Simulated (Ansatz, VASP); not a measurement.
SrO in VASP and in Ansatz

INCAR

```
SYSTEM = SrO
  PREC = Accurate
  ENCUT = 520
  EDIFF = 1E-6
  ISMEAR = 0
  SIGMA = 0.01
  LREAL = .False.
  LASPH = .True.
  NELM = 60
  ALGO = Normal
  ISIF = 2
  LWAVE = .False.
  LCHARG = .False.
  GGA = PE
  NBANDS = 15
```

The input KPOINTS:

```
Automatic mesh
0
Gamma
  3 3 3
  0 0 0
```

POSCAR

```
SrO
1.0
    0.0000000000      2.5663000000      2.5663000000
    2.5663000000      0.0000000000      2.5663000000
    2.5663000000      2.5663000000      0.0000000000
Sr O
1 1
Direct
    0.4824900000      0.5259600000      0.5114800000
    0.0124300000      0.9954900000      0.9936900000
```

Input for Ansatz:

```yaml
crystal:
  lattice:
    - [0.0, 2.5663, 2.5663]
    - [2.5663, 0.0, 2.5663]
    - [2.5663, 2.5663, 0.0]
  atoms:
    - { symbol: Sr, position: [0.48249, 0.52596, 0.51148] }
    - { symbol: O, position: [0.01243, 0.99549, 0.99369] }
accuracy: medium
basis:
  ecutwfc: 421.7764868128
  xc_grid: 2
kpoints:
  mp_grid: { grid: [3, 3, 3], shift: [0.0, 0.0, 0.0] }
hamiltonian:
  xc: pbe
scf:
  convergence: { dr2_threshold: 1.0e-05 }
  occupations: { method: fixed }
output:
  write_density: true
  write_potential: true
  volumetric_format: npy
  elf: true
  forces: true
```

Alike in both runs: task single point; functional PBE; k mesh 3 × 3 × 3; no spin polarisation.

```csv
,VASP,Ansatz
version,VASP 6.6.1,Ansatz 0.2.0
potentials or method,"VASP PAW PBE potentials, release 64 (Sr_sv, O), cutoff 520 eV","plane waves, PAW"
occupations,"gaussian, width 0.01 eV",fixed
valence electrons in the cell,16,16
```

|  | VASP | Ansatz | Ansatz less VASP |
| --- | --- | --- | --- |
| gap on the k mesh at the Fermi level (eV) | 3.80 | 3.84 | +0.045 |
| rms of the force components (eV/Å) | 0.166 | 0.155 | -0.0107 |

Atom by atom the forces differ by 0.011 eV/Å (rms over components). Ansatz's warnings: force scf threshold loose.

The k mesh is coarse, so the values compare programs but aren't converged.
